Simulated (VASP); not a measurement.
**CoSi2: relaxation of cell and atoms with PBE**

CoSi2:

```
Co Si
1.0
     0.00000    2.58106    2.58106
     2.58106    0.00000    2.58106
     2.58106    2.58106    0.00000
Co Si
1 2
Cartesian
  0.0000 0.0000 0.0000
  1.2905 1.2905 1.2905
  3.8716 3.8716 3.8716
```

| Property | Result |
| --- | --- |
| Program | VASP 6.6.1 |
| Task | relaxation of cell and atoms |
| Functional | PBE |
| Potentials or basis | VASP PAW PBE potentials, release 64 (Co, Si) |
| Cutoff | 600 eV |
| k mesh | 14 × 14 × 14 |
| Occupations | gaussian, width 0.1 eV |
| Spin | no spin polarisation |
| Target pressure | 25 GPa |
| Dipole correction | no |
| Further INCAR settings | ALGO = Normal; EDIFF = 1e-06; IBRION = 2; EDIFFG = -0.008; NSW = 70; ISIF = 3 |

```
Relaxed volume                                         : 11.50 Å³/atom
Relaxed cell                                           : a = 3.654 Å, b = 3.654 Å, c = 3.654 Å, α = 60.00°, β = 60.00°, γ = 60.00°
Space group after relaxing (to 0.05 Å)                 : Fm-3m (No. 225)
Energy change on relaxing (the enthalpy is what falls) : -5.1 meV/atom
Ionic steps                                            : 3
Pressure after relaxing                                : 25.0 GPa
```

The path:
```
step  energy change (eV)  largest force (eV/Å)  pressure (GPa)  volume (Å³)
   1              0.0000                0.0000           25.75        34.39
   2             -0.0413                0.0000           23.57        34.66
   3             -0.0154                0.0000           25.03        34.49
```

Final structure:
```xyz
3
Lattice="0.0000 2.5835 2.5835 2.5835 0.0000 2.5835 2.5835 2.5835 0.0000" Properties=species:S:1:pos:R:3 pbc="T T T"
Co    0.0000    0.0000    0.0000
Si    1.2917    1.2917    1.2917
Si    3.8752    3.8752    3.8752
```

Levels at points of the mesh, in eV from the Fermi level:
```csv
k point,band 7,band 8,band 9,band 10,band 11,band 12
"(0.00, 0.00, 0.00)",1.87,3.45,3.45,3.45,3.85,3.85
"(0.50, 0.00, 0.00)",-1.96,-0.54,-0.54,3.03,3.73,3.73
"(0.50, 0.50, 0.00)",-2.29,-2.26,-1.61,2.03,2.96,8.65
```

Run time: 74 s on 1 thread of Intel(R) Xeon(R) Platinum 8488C (Sapphire Rapids), on a shared host, peak memory 0.21 GiB.

Caveat: the cell is relaxed towards a set pressure, so the enthalpy falls and the energy may rise. Spin polarisation is off, so any magnetic state and its effect on volume and gap are missing.
